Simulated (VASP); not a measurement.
A run of VASP 6.6.1 is set up as follows.

INCAR

```
SYSTEM = Na
PREC = Accurate ; ENCUT = 520
EDIFF = 1E-7 ; ISMEAR = 0
SIGMA = 0.15 ; LREAL = .FALSE.
LASPH = .TRUE. ; NELM = 80
ALGO = Fast ; ISIF = 2
LWAVE = .FALSE. ; LCHARG = .TRUE.
GGA = CA ; LELF = .TRUE.
LVHAR = .TRUE. ; NBANDS = 10
```

KPOINTS

```
Automatic mesh
0
G
  18 18 18
  0 0 0
```

File POSCAR:

```
Na
1.0
   -1.9591019955      1.8882910800      2.6372766800
    1.9591019955     -1.8882910800      2.6372766800
    1.9591019955      1.8882910800     -2.6372766800
Na
1
Direct
    0.0000000000      0.0000000000      0.0000000000
```

Potentials or basis: VASP PAW LDA potentials, release 64 (Na_pv).

Launch:

```console
$ cat potpaw_LDA.64/Na_pv/POTCAR > POTCAR
$ mpirun -np 1 vasp_std > vasp.out
```

(1) Estimate the pressure.

(2) What does it give for the band gap on the k mesh?

Results:

(1) -1.1 GPa.

(2) zero (an odd number of electrons rules out a gap without spin polarisation).

Caveat: the cell differs from its parent crystal (strain +0.0375 x Voigt [1, 0, 0, 0, 0, 0]).
